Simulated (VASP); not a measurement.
The system is ZrO.

```
CELL_PARAMETERS angstrom
3.01476 -3.01475 0.00000
3.01476 3.01475 0.00000
0.00000 0.00000 10.57843
ATOMIC_POSITIONS crystal
Zr 0.99989 0.00011 0.00023
Zr 0.00011 0.99989 0.50023
Zr 0.50013 0.49987 0.25677
Zr 0.49987 0.50013 0.75677
O 0.00018 0.49981 0.37850
O 0.99982 0.50019 0.87850
O 0.50019 0.99982 0.37850
O 0.49981 0.00018 0.87850
```

* Program: VASP 6.6.1
* Task: relaxation of cell and atoms
* Functional: PBE
* Dispersion: D3(BJ)
* Potentials or basis: VASP PAW PBE potentials, release 64 (Zr_sv, O)
* Cutoff: 600 eV
* k mesh: 6 × 6 × 2
* Occupations: gaussian, width 0.1 eV
* Spin: no spin polarisation

At the start: pressure -29.0 GPa; volume 24.04 Å³/atom.

**Question.** How do energy, volume and symmetry change on relaxing?

**Answer.** Over 10 steps the energy falls by 1202.1 meV/atom and the volume is 15.70 Å³/atom (-34.7 %); space group P4/nmm (No. 129, to 0.1 Å) before and after.

Step by step:
```tsv
step	energy change (eV)	largest force (eV/Å)	pressure (GPa)	volume (Å³)
1	0.0000	3.5537	-28.96	192.29
2	1.2802	12.2826	112.86	94.71
3	-9.4572	0.1474	-5.58	132.21
4	-9.5130	0.4983	-2.74	130.00
5	-9.5236	0.7305	-0.83	128.62
6	-9.5955	0.1818	-0.59	126.77
7	-9.6049	0.1010	-0.43	125.87
8	-9.6120	0.0957	1.18	124.76
9	-9.6123	0.0646	0.94	124.93
10	-9.6166	0.0291	-0.12	125.62
```

Final structure:
```
CELL_PARAMETERS angstrom
2.54689 -2.54689 0.00000
2.54689 2.54689 0.00000
0.00000 0.00000 9.68333
ATOMIC_POSITIONS crystal
Zr 0.99987 0.00013 0.99717
Zr 0.00013 0.99987 0.49717
Zr 0.50014 0.49986 0.25983
Zr 0.49986 0.50014 0.75983
O 0.00012 0.49987 0.37850
O 0.99987 0.50013 0.87850
O 0.50013 0.99987 0.37850
O 0.49987 0.00012 0.87850
```

Caveat: the volume moved by over 15 % at a fixed basis, so the end points are rough; the relaxation stopped at a loose force limit of 0.05 eV/Å, so its end isn't a converged minimum.
